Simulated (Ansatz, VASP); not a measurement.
## Ta5Br3 in VASP and in Ansatz

```
Ta Br
1.0
     3.30697    0.00000   -0.00001
    -1.65349    2.86392    0.00000
    -0.00009   -0.00002   37.74112
Ta Br
10 6
Direct
  0.00000 0.00000 0.39786
  0.33334 0.66667 0.28817
  0.66667 0.33333 0.34302
  0.00000 0.00000 0.60214
  0.66666 0.33333 0.71183
  0.33333 0.66667 0.65698
  0.00000 0.00000 0.91686
  0.66667 0.33333 0.97114
  0.00000 0.00000 0.08314
  0.33333 0.66667 0.02886
  0.33334 0.66667 0.44861
  0.00000 0.00000 0.23742
  0.66666 0.33333 0.55139
  0.00000 0.00000 0.76258
  0.33332 0.66666 0.86589
  0.66668 0.33334 0.13411
```

Alike in both runs: functional PBE; k mesh 5 × 5 × 1; occupations gaussian, width 0.2 eV; no spin polarisation.

Ansatz relaxed the structure, and its values are those at the end. VASP's run is a single point on that final structure, the one shown.

|  | VASP | Ansatz |
| --- | --- | --- |
| version | VASP 6.6.1 | Ansatz 0.2.0 |
| potentials or method | VASP PAW PBE potentials, release 64 (Ta_pv, Br), cutoff 520 eV | scalar-relativistic, plane waves, PAW |
| valence electrons in the cell | 152 | 172 |

```csv
,VASP,Ansatz,Ansatz less VASP
gap on the k mesh at the Fermi level (eV),none,none,-
pressure (GPa),0.4,0.3,-0.07
rms of the force components (eV/Å),0.020,0.015,-0.0045
```

A gap of «none» marks a metal or a gap that the smearing closes. VASP's potentials hold 152 valence electrons a cell and Ansatz's 172, so a difference there can come from the potentials and not from the codes. Ansatz's warnings: near symmetry operation missed by atoms.

The k mesh is coarse, so the values compare programs but aren't converged. Spin-orbit coupling is off throughout.
